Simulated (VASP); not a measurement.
Be4H7:

```
Be H
1.0
     1.93655   -6.34836    0.00000
     1.93655    6.34836    0.00000
     0.00000    0.00000    4.02856
Be H
4 7
Direct
  0.09403 0.90597 0.50000
  0.90597 0.09403 0.50000
  0.19500 0.80500 0.00000
  0.80500 0.19500 0.00000
  0.00000 0.00000 0.50000
  0.14451 0.85549 0.75000
  0.14451 0.85549 0.25000
  0.85549 0.14451 0.75000
  0.85549 0.14451 0.25000
  0.00000 0.50000 0.00000
  0.50000 0.00000 0.00000
```

The cell was generated, and may not be a known phase.

```yaml
Program: VASP 6.6.1
Task: relaxation of cell and atoms
Functional: PBE
Potentials_or_basis: VASP PAW PBE potentials, release 64 (Be, H)
Cutoff: 600 eV
k_mesh: 6 × 6 × 4
Occupations: gaussian, width 0.1 eV
Spin: no spin polarisation
```

At the start: pressure 25.4 GPa; volume 9.00 Å³/atom.

Task: How do energy, volume and symmetry change on relaxing?

Result: Over 14 steps the energy falls by 299.4 meV/atom and the volume is 13.64 Å³/atom (+51.4 %); space group Cmmm (No. 65, to 0.1 Å) before and after.

The path:
| step | energy change (eV) | largest force (eV/Å) | pressure (GPa) | volume (Å³) |
| --- | --- | --- | --- | --- |
| 1 | 0.0000 | 0.6967 | 25.38 | 99.05 |
| 2 | -2.4894 | 0.6249 | 9.27 | 120.86 |
| 3 | -3.1182 | 0.6832 | 2.23 | 138.77 |
| 4 | -3.1549 | 0.7145 | 0.73 | 144.19 |
| 5 | -3.1556 | 0.7269 | 0.47 | 145.20 |
| 6 | -3.2338 | 0.2928 | -0.10 | 147.69 |
| 7 | -3.2344 | 0.2136 | -0.07 | 147.49 |
| 8 | -3.2485 | 0.1704 | -0.03 | 147.60 |
| 9 | -3.2518 | 0.2750 | 0.01 | 147.69 |
| 10 | -3.2614 | 0.2265 | 0.09 | 147.77 |
| 11 | -3.2732 | 0.1804 | 0.30 | 148.00 |
| 12 | -3.2812 | 0.1416 | 0.19 | 148.58 |
| 13 | -3.2920 | 0.0919 | -0.18 | 150.32 |
| 14 | -3.2939 | 0.0320 | -0.15 | 149.99 |

Final structure:
```
Be H
1.0
     2.17222   -7.39105    0.00000
     2.17222    7.39105    0.00000
     0.00000    0.00000    4.67107
Be H
4 7
Cartesian
  2.1722 6.0505 2.3355
  2.1722 -6.0505 2.3355
  2.1722 4.5537 4.6711
  2.1722 -4.5537 4.6711
  0.0000 0.0000 2.3355
  2.1722 5.4073 3.5496
  2.1722 5.4073 1.1214
  2.1722 -5.4073 3.5496
  2.1722 -5.4073 1.1214
  1.0861 3.6955 4.6711
  1.0861 -3.6955 4.6711
```

Caveat: the k points lie up to 0.34 Å⁻¹ apart in the final cell, too coarse for converged energies and pressures of a metal; the volume moved by over 15 % at a fixed basis, so the end points are rough; an odd number of electrons without spin polarisation forces a metal; a magnetic or distorted state may lie lower.
